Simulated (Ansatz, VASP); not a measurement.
## Pb in VASP and in Ansatz

```
CELL_PARAMETERS angstrom
3.52580 0.00000 0.00000
-1.76290 3.05343 0.00000
0.00000 0.00000 5.66356
ATOMIC_POSITIONS crystal
Pb 0.33333 0.66667 0.25000
Pb 0.66667 0.33333 0.75000
```

Change from the starting cell: volume scaled by 1.04, crystal datasets.

Alike in both runs: task electric field gradients; functional PBEsol; k mesh 12 × 12 × 7; occupations fermi-dirac, width 0.05 eV; no spin polarisation.

|  | VASP | Ansatz |
| --- | --- | --- |
| version | VASP 6.6.1 | Ansatz 0.2.0 |
| potentials or method | VASP PAW PBE potentials, release 64 (Pb_d), cutoff 520 eV | all-electron PAW with datasets made for the crystal, scalar-relativistic |

|  | VASP | Ansatz | Ansatz less VASP |
| --- | --- | --- | --- |
| pressure (GPa) | -1.0 | -0.9 | +0.07 |
| traceless stress, the component that is largest in VASP (GPa) | 0.43 | 0.40 | -0.024 |
| size of Vzz on the site where it differs most (V/Å²) | 16.2 | 15.2 | -0.99 |

VASP's potentials were made for PBE, not for PBEsol. Ansatz ran all-electron here, and VASP with PAW potentials.

Spin-orbit coupling is off throughout.
